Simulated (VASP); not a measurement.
# Mn2As2H in VASP: single point with LDA

Aim: the single point of Mn2As2H with LDA.

All numbers are computed with VASP 6.6.1; they aren't measurements. Logs are shortened: lines on timing, memory, paths and dates and some standing lists are left out, and cuts for length are marked.

### 1 The cell of the first run

The cell holds a disordered packing, 10 atoms: a = 5.236 Å, b = 6.101 Å, c = 5.793 Å, α = 96.97°, β = 83.41°, γ = 103.40°.

### 2 Single point, LDA

POSCAR reads:

```
Mn2As2H
1.0
    5.0827270000     -1.1321640000      0.5501790000
   -0.1657300000      6.0721270000      0.5676730000
   -0.2033580000     -1.2409180000      5.6551220000
Mn As H
4 4 2
Direct
    0.6536900000      0.3916740000      0.6163970000
    0.4520540000      0.2980070000      0.0895320000
    0.3486180000      0.6876120000      0.4670380000
    0.0578460000      0.1872930000      0.7571400000
    0.8504100000      0.9506440000      0.3489250000
    0.5976020000      0.8968690000      0.9130080000
    0.0170260000      0.7082080000      0.8806770000
    0.9679440000      0.4141870000      0.1970190000
    0.6664630000      0.6513060000      0.0929700000
    0.2893900000      0.2748460000      0.4407110000
```

INCAR.step1 reads:

```
SYSTEM = Mn2As2H
  ALGO = Normal
  EDIFF = 1E-6
  ENCUT = 520
  GGA = CA
  ISIF = 2
  ISMEAR = -1
  LASPH = .TRUE.
  LCHARG = .TRUE.
  LMAXMIX = 4
  LREAL = .FALSE.
  LWAVE = .FALSE.
  NBANDS = 48
  NELM = 100
  PREC = Accurate
  SIGMA = 0.1
```

KPOINTS.step1 reads:

```
Automatic mesh
0
Gamma
  4 3 3
  0.5 0.5 0.5
```

INCAR.step2 reads:

```
SYSTEM = Mn2As2H
  ALGO = Normal
  EDIFF = 1E-6
  ENCUT = 520
  GGA = CA
  ICHARG = 11
  ISIF = 2
  ISMEAR = -5
  LASPH = .TRUE.
  LCHARG = .FALSE.
  LMAXMIX = 4
  LORBIT = 11
  LREAL = .FALSE.
  LWAVE = .FALSE.
  NEDOS = 2001
  NELM = 100
  PREC = Accurate
  SIGMA = 0.1
```

KPOINTS.step2 reads:

```
k-points
0
G
  6 5 5
  0 0 0
```

Potentials or basis: VASP PAW LDA potentials, release 64 (Mn_pv, As, H).

Run with:

```
> cat potpaw_LDA.64/Mn_pv/POTCAR potpaw_LDA.64/As/POTCAR potpaw_LDA.64/H/POTCAR > POTCAR
> cp INCAR.step1 INCAR
> cp KPOINTS.step1 KPOINTS
> mpirun -np 1 vasp_std > vasp.out
> cp INCAR.step2 INCAR
> cp KPOINTS.step2 KPOINTS
> mpirun -np 1 vasp_std > vasp.out
```

OUTCAR:

```text
SYSTEM = Mn2As2H
   EDIFF = 1E-6
   ENCUT = 520
   GGA = CA
   ICHARG = 11
   ISIF = 2
   ISMEAR = -5
   LASPH = .TRUE.
   LORBIT = 11
   LREAL = .FALSE.
   NELM = 100
   PREC = Accurate

 ion  position               nearest neighbor table
   1  0.654  0.392  0.616-   8 2.77   7 2.82   2 2.90   4 2.93   3 2.93   4 3.13
   2  0.452  0.298  0.090-   8 2.75   8 2.77   6 2.77   4 2.89   1 2.90   3 3.13
   3  0.349  0.688  0.467-   8 2.78   7 2.80   5 2.80   1 2.93   6 3.03   2 3.13
   4  0.058  0.187  0.757-   6 2.77   8 2.79   5 2.81   2 2.89   1 2.93   7 3.05   1 3.13
   5  0.850  0.951  0.349-   3 2.80   4 2.81
   6  0.598  0.897  0.913-   7 2.68   4 2.77   2 2.77   3 3.03
   7  0.017  0.708  0.881-   8 2.67   6 2.68   3 2.80   1 2.82   4 3.05
   8  0.968  0.414  0.197-   7 2.67   2 2.75   2 2.77   1 2.77   3 2.78   4 2.79
   9  0.666  0.651  0.093-
  10  0.289  0.275  0.441-

  LATTYP: Found a triclinic cell.
 ALAT       =    12.1112203679
 B/A-ratio  =     1.1665427156
 C/A-ratio  =     1.0318901605
 COS(alpha) =     0.0000237781
 COS(beta)  =     0.5758166016
 COS(gamma) =     0.8133454176

  Lattice vectors:

 A1 = (  -4.7512670000, -11.0120900000,  -1.6855250000)
 A2 = (   0.1281020000, -13.3851720000,   4.5197760000)
 A3 = (  -9.7963660000,  -2.5668810000,  -7.3231530000)

Analysis of symmetry for initial positions (statically):
=====================================================================
 Subroutine PRICEL returns:
 Original cell was already a primitive cell.

 Routine SETGRP: Setting up the symmetry group for a
 triclinic supercell.

 Subroutine GETGRP returns: Found  1 space group operations
 (whereof  1 operations were pure point group operations)
 out of a pool of  2 trial point group operations.

The static configuration has the point symmetry C_1 .

Analysis of symmetry for dynamics (positions and initial velocities):
=====================================================================
 Subroutine PRICEL returns:
 Original cell was already a primitive cell.

 Routine SETGRP: Setting up the symmetry group for a
 triclinic supercell.

 Subroutine GETGRP returns: Found  1 space group operations
 (whereof  1 operations were pure point group operations)
 out of a pool of  2 trial point group operations.

The dynamic configuration has the point symmetry C_1 .

 Subroutine INISYM returns: Found  1 space group operations
 (whereof  1 operations are pure point group operations),
 and found     1 'primitive' translations

----------------------------------------------------------------------------------------

                                     Primitive cell

  volume of cell :     177.9764

  direct lattice vectors                    reciprocal lattice vectors
     5.082727000 -1.132164000  0.550179000     0.196897193  0.004617368  0.008093617
    -0.165730000  6.072127000  0.567673000     0.032137960  0.162130056  0.036732296
    -0.203358000 -1.240918000  5.655122000    -0.022381931 -0.016724172  0.172356163

  length of vectors
     5.236277878  6.100856118  5.793240612     0.197117557  0.169317055  0.174606116

  position of ions in fractional coordinates (direct lattice)
     0.653690000  0.391674000  0.616397000
     0.452054000  0.298007000  0.089532000
     0.348618000  0.687612000  0.467038000
     0.057846000  0.187293000  0.757140000
     0.850410000  0.950644000  0.348925000
     0.597602000  0.896869000  0.913008000
     0.017026000  0.708208000  0.880677000
     0.967944000  0.414187000  0.197019000
     0.666463000  0.651306000  0.092970000
     0.289390000  0.274846000  0.440711000

  ion indices of the primitive-cell ions
   primitive index   ion index
                 1           1
                 2           2
                 3           3
                 4           4
                 5           5
                 6           6
                 7           7
                 8           8
                 9           9
                10          10

----------------------------------------------------------------------------------------

 KPOINTS: k-points

Automatic generation of k-mesh.
 Grid dimensions read from file:
 generate k-points for:    6    5    5

 Generating k-lattice:

  Cartesian coordinates                     Fractional coordinates (reciprocal lattice)
     0.032816199  0.000769561  0.001348936     0.166666667 -0.000000000  0.000000000
     0.006427592  0.032426011  0.007346459    -0.000000000  0.200000000  0.000000000
    -0.004476386 -0.003344834  0.034471233     0.000000000  0.000000000  0.200000000

  Length of vectors
     0.032852926  0.033863411  0.034921223

  Shift w.r.t. Gamma in fractional coordinates (k-lattice)
     0.000000000  0.000000000  0.000000000

 TETIRR: Found    448 inequivalent tetrahedra from      900

 Subroutine IBZKPT returns following result:
 ===========================================

 Found     76 irreducible k-points:

 Following reciprocal coordinates:
            Coordinates               Weight
  0.000000  0.000000  0.000000      1.000000
  0.166667  0.000000  0.000000      2.000000
  0.333333  0.000000  0.000000      2.000000
  0.500000  0.000000  0.000000      1.000000
 -0.000000  0.200000  0.000000      2.000000
  0.166667  0.200000  0.000000      2.000000
[... 16 lines left out ...]
  0.000000  0.200000  0.200000      2.000000
  0.166667  0.200000  0.200000      2.000000
 [... further k-points ...]
   k-points           NKPTS =     76   k-points in BZ     NKDIM =     76   number of bands    NBANDS=     44
   number of dos      NEDOS =   2001   number of ions     NIONS =     10
   total plane-waves  NPLWV =  92160
   dimension x,y,z NGX =    40 NGY =   48 NGZ =   48
   dimension x,y,z NGXF=    80 NGYF=   96 NGZF=   96
   ions per type =               4   4   2
   NGX,Y,Z   is equivalent  to a cutoff of  12.70, 13.08, 13.77 a.u.
   NGXF,Y,Z  is equivalent  to a cutoff of  25.40, 26.16, 27.55 a.u.
 SYSTEM =  Mn2As2H
   PREC   = accura    normal or accurate (medium, high low for compatibility)
   ISTART =      0    job   : 0-new  1-cont  2-samecut
   ICHARG =     11    charge: 1-file 2-atom 10-const
   ISPIN  =      1    spin polarized calculation?
   LNONCOLLINEAR =      F non collinear calculations
   LSORBIT =      F    spin-orbit coupling
   LASPH  =      T    aspherical Exc in radial PAW
   ENCUT  =  520.0 eV  38.22 Ry    6.18 a.u.   9.74 11.34 10.77*2*pi/ulx,y,z
   NELM   =    100;   NELMIN=  2; NELMDL=  0     # of ELM steps
   EDIFF  = 0.1E-05   stopping-criterion for ELM
   LREAL  =      F    real-space projection
   EDIFFG = 0.1E-04   stopping-criterion for IOM
   NSW    =      0    number of steps for IOM
   IBRION =     -1    ionic relax: 0-MD 1-quasi-New 2-CG
   NFREE  =      0    steps in history (QN), initial steepest desc. (CG)
   ISIF   =      2    stress and relaxation
   ISYM   =      2    0-nonsym 1-usesym 2-fastsym
   POTIM  = 0.5000    time-step for ionic-motion
   TEBEG  =    0.0;   TEEND  =   0.0 temperature during run
   PSTRESS=    0.0 pullay stress
   NELECT =      74.0000    total number of electrons
   NUPDOWN=      -1.0000    fix difference up-down
   EMIN   =  10.00;   EMAX   =-10.00  energy-range for DOS
   EFERMI =   0.00;   METHOD = LEGACY
   ISMEAR =    -5;   SIGMA  =   0.10  broadening in eV -4-tet -1-fermi 0-gaus
   EFERMI_NEDOS =   21; number of points for ismear=-14 and -15
   IALGO  =     38    algorithm
   IMIX   =      4    mixing-type and parameters
     AMIX     =   0.40;   BMIX     =  1.00
     AMIX_MAG =   1.60;   BMIX_MAG =  1.00
  volume/ion in A,a.u.               =      17.80       120.10
  Fermi-wavevector in a.u.,A,eV,Ry     =   1.221888  2.309033 20.313625  1.493009
  Thomas-Fermi vector in A             =   2.357054
   LORBIT       =     11    0 simple, 1 ext, 2 COOP (PROOUT), +10 PAW based schemes
   GGA     = CA    functional components
   LHFCALC =     F    Hartree Fock is set to
   AEXX    =    0.0000 exact exchange contribution
   IVDW    =     0    specifies the selected vdW correction
   LEPSILON=     F    determine dielectric tensor
   LRPA    =     F    only Hartree local field effects (RPA)
 non-spin polarized calculation
 Fermi weights with tetrahedron method with Bloechl corrections
  energy-cutoff  :      520.00
  volume of cell :      177.98
 maximum number of plane-waves:      4809

 number of electron      73.9999995 magnetization

 Free energy of the ion-electron system (eV)
  ---------------------------------------------------
  ext. energy  EPLUGINS =         0.00000000
  ---------------------------------------------------
  free energy    TOTEN  =       -55.26136077 eV

  energy without entropy =      -55.26136077  energy(sigma->0) =      -55.26136077

 E-fermi :   4.0371     XC(G=0): -10.4067

 val. band max:        4.0501670664   @ k =  -0.3333  -0.2000   0.4000
 cond. band min:       4.0142373921   @ k =   0.3333   0.2000   0.0000
 fundamental gap:     -0.0359296743
 Fermi energy:         4.0371003404

 k-point     1 :       0.0000    0.0000    0.0000
  band No.  band energies     occupation
      1     -43.3034      2.00000
      2     -43.2998      2.00000
      3     -43.2681      2.00000
      4     -43.2585      2.00000
      5     -43.2454      2.00000
      6     -43.2406      2.00000
[... 36 lines left out ...]
     43       4.5918      0.00000
     44       4.8060      0.00000
[... 1040 lines left out ...]
      4     -43.2591      2.00000
      5     -43.2465      2.00000
      6     -43.2372      2.00000
[... 36 lines left out ...]
     43       4.5911      0.00000
     44       4.6974      0.00000

 [... further k-points ...]
[... 5 lines left out ...]
  --------------------------------------------------------------------------------------
  -------------------------------------------------------------------------------------
  Total      -34.4515999    -25.7976955    -33.1393350     -2.1769161     -2.5276914      0.4850087
  in kB     -310.1398316   -232.2357444   -298.3265739    -19.5970116    -22.7547570      4.3661403
  external PRESSURE =    -280.2340499 kB  Pullay stress =       0.0000000 kB

 VOLUME and BASIS-vectors are now :
 -----------------------------------------------------------------------------
  energy-cutoff  :      520.00
  volume of cell :      177.98
      direct lattice vectors                 reciprocal lattice vectors
     5.082727000 -1.132164000  0.550179000     0.196897193  0.004617368  0.008093617
    -0.165730000  6.072127000  0.567673000     0.032137960  0.162130056  0.036732296
    -0.203358000 -1.240918000  5.655122000    -0.022381931 -0.016724172  0.172356163

 POSITION                                       TOTAL-FORCE (eV/Angst)
 -----------------------------------------------------------------------------------
      3.13227      0.87331      4.06779        -0.510335     -0.181754     -0.118706
      2.23007      1.18664      0.92420         0.448932      0.954965     -0.131283
      1.56300      3.20102      3.22330         0.395631     -1.367826      0.390407
      0.10900      0.13223      4.41987        -0.071586      0.514669     -0.036805
      4.09389      4.37664      2.98075        -0.807882      0.225364      1.993298
      2.70314      3.63635      6.00109        -0.001952      1.213083     -0.868370
     -0.20993      3.18820      5.39173         0.433183     -0.163325     -1.999364
      4.81109      1.17464      1.88183         0.489791     -0.637464      0.086176
      3.26060      3.08490      1.26216        -1.081115     -0.779473     -0.077957
      1.33572      0.79438      2.80751         0.705333      0.221762      0.762605
 -----------------------------------------------------------------------------------
    total drift:                               -0.036608      0.015861      0.006428

  FREE ENERGIE OF THE ION-ELECTRON SYSTEM (eV)
  ---------------------------------------------------
  free  energy   TOTEN  =       -55.2613607700 eV

  energy  without entropy=      -55.2613607700  energy(sigma->0) =      -55.26136077

 total charge

# of ion       s       p       d       tot
------------------------------------------
    1        0.236   6.115   4.929  11.280
    2        0.242   6.123   5.061  11.426
    3        0.219   6.093   5.122  11.434
    4        0.236   6.123   5.082  11.440
    5        1.325   1.228   0.031   2.583
    6        1.321   1.243   0.044   2.608
    7        1.317   1.262   0.049   2.629
    8        1.273   1.320   0.046   2.639
    9        0.407   0.017   0.000   0.424
   10        0.416   0.010   0.000   0.426
--------------------------------------------------
tot          6.990  29.534  20.365  56.889
```

Run time: 14 min. Hardware: 1 thread of AMD EPYC 7R43 (Zen 3), shared host; peak memory 0.52 GiB.

What came out:

| Property | Result |
| --- | --- |
| Valence electrons inside the program's atomic spheres | Mn 11.28, 11.43, 11.44 (each value once); As 2.58, 2.61, 2.63, 2.64; H 0.42, 0.43 |

Caveat: the k points lie up to 0.37 Å⁻¹ apart; the run has no spin polarisation, though such a crystal can be magnetic. Spin polarisation is off, so any magnetic state and its effect on volume and gap are missing.
